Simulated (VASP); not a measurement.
Input of a VASP 6.6.1 run:

INCAR

```
SYSTEM = MgO
  PREC = Accurate
  ENCUT = 750
  EDIFF = 1E-6
  ISMEAR = 0
  SIGMA = 0.05
  LREAL = .False.
  LASPH = .True.
  NELM = 120
  ALGO = Normal
  ISIF = 2
  LWAVE = .False.
  LCHARG = .True.
  LELF = .True.
  LVHAR = .True.
  NBANDS = 15
  GGA_COMPAT = .False.
```

The input KPOINTS:

```
regular mesh
0
Gamma
  9 9 8
  0 0 0
```

POSCAR

```
MgO
1.0
    2.8939505899      0.0000000000      0.0000000000
   -1.4469752949      2.5062347281      0.0000000000
    0.0000000000      0.0000000000      2.5992896000
Mg O
1 1
Direct
    0.0000000000      0.0000000000      0.0000000000
    0.3333333333      0.6666666667      0.5000000000
```

Potentials or basis: VASP PAW LDA potentials, release 64 (Mg_sv, O).

Launch:

```sh
$ cat potpaw_LDA.64/Mg_sv/POTCAR potpaw_LDA.64/O/POTCAR > POTCAR
$ mpirun -np 1 vasp_std > vasp.out
```

Task: Predict the pressure.

Result: -0.7 GPa.

Task: Estimate the band gap on the k mesh.

Result: 3.33 eV (least direct gap 3.72 eV).

Stress tensor (GPa, compression positive):
```
-3.99  0.00  0.00
 0.00 -3.99  0.00
 0.00  0.00  5.98
```

Caveat: the cell differs from its parent crystal (strain -0.015 along x and y, -0.030 along z); an odd mesh through Γ misses points on the zone boundary, where band edges can lie.
